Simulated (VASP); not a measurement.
A run of VASP 6.6.1 is set up as follows.

Contents of INCAR:

```
SYSTEM = Ti
  PREC = Accurate
  ENCUT = 520
  EDIFF = 1E-7
  ISMEAR = -1
  SIGMA = 0.1
  LREAL = .False.
  LASPH = .True.
  NELM = 80
  ALGO = Normal
  ISIF = 2
  LWAVE = .False.
  LCHARG = .False.
  GGA = PE
  NBANDS = 12
```

File KPOINTS:

```
regular mesh
0
Gamma
  22 22 22
  0 0 0
```

Contents of POSCAR:

```
Ti
1.0
   -1.6301190851      1.6301190851      1.6301190851
    1.6301190851     -1.6301190851      1.6301190851
    1.6301190851      1.6301190851     -1.6301190851
Ti
1
Direct
    0.0000000000      0.0000000000      0.0000000000
```

Potentials or basis: VASP PAW PBE potentials, release 64 (Ti_sv).

Launch:

```sh
$ cat potpaw_PBE.64/Ti_sv/POTCAR > POTCAR
$ mpirun -np 1 vasp_std > vasp.out
```

(1) Predict the pressure.

(2) What does it give for the band gap on the k mesh?

## Answers

(1) -0.3 GPa.

(2) zero (band 6 reaches 9.11 eV, above the bottom of band 7 at 7.51 eV).
